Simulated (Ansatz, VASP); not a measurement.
One calculation of Ge2Sb, two programs

```xyz
6
Lattice="-2.3613 2.3613 5.9353 2.3613 -2.3613 5.9353 2.3613 2.3613 -5.9353" Properties=species:S:1:pos:R:3 pbc="T T T"
Ge    0.0000    0.0000    2.4525
Ge    0.0000    2.3613    5.4201
Ge    0.0000    2.3613    0.5152
Ge    0.0000    0.0000    9.4182
Sb    0.0000    0.0000    0.0000
Sb    0.0000    2.3613    2.9677
```

Alike in both runs: task single point; functional PBE; k mesh 6 × 6 × 6; occupations gaussian, width 0.1 eV; no spin polarisation.

|  | VASP | Ansatz |
| --- | --- | --- |
| version | VASP 6.6.1 | Ansatz 0.2.0 |
| potentials or method | VASP PAW PBE potentials, release 64 (Ge_d, Sb), cutoff 520 eV | scalar-relativistic, plane waves, PAW |
| valence electrons in the cell | 66 | 86 |

Ansatz gave:

```
gap on the k mesh at the Fermi level (eV) : none
rms of the force components (eV/Å)        : 0.783
```

Question: Which values does VASP return?

Answer: gap on the k mesh at the Fermi level (eV): none; rms of the force components (eV/Å): 0.795.

Atom by atom the forces differ by 0.012 eV/Å (rms over components). A gap of «none» marks a metal or a gap that the smearing closes. With one functional, cell and mesh, what is left measures potentials, basis and numerics. VASP's potentials hold 66 valence electrons a cell and Ansatz's 86, so a difference there can come from the potentials and not from the codes.

Spin-orbit coupling is off throughout.
